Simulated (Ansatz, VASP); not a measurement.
**Ni in VASP and in Ansatz**

```
Ni
1.0
     2.35190    0.00000    0.00000
     0.00000    2.35190    0.00000
     0.00000    0.00000    2.35190
Ni
1
Direct
  0.00000 0.00000 0.00000
```

Alike in both runs: functional RPBE; k mesh 14 × 14 × 14; occupations fermi-dirac, width 0.1 eV; no spin polarisation.

Ansatz relaxed the structure, and its values are those at the end. VASP's run is a single point on that final structure, the one shown.

|  | VASP | Ansatz |
| --- | --- | --- |
| version | VASP 6.6.1 | Ansatz 0.2.0 |
| potentials or method | VASP PAW PBE potentials, release 64 (Ni), cutoff 520 eV | plane waves (420 eV) with PAW, scalar-relativistic |
| valence electrons in the cell | 10 | 18 |

```csv
,VASP,Ansatz,Ansatz less VASP
pressure (GPa),0.0,0.0,-0.04
```

VASP's potentials were made for PBE, not for RPBE. VASP's potentials hold 10 valence electrons a cell and Ansatz's 18, so a difference there can come from the potentials and not from the codes.
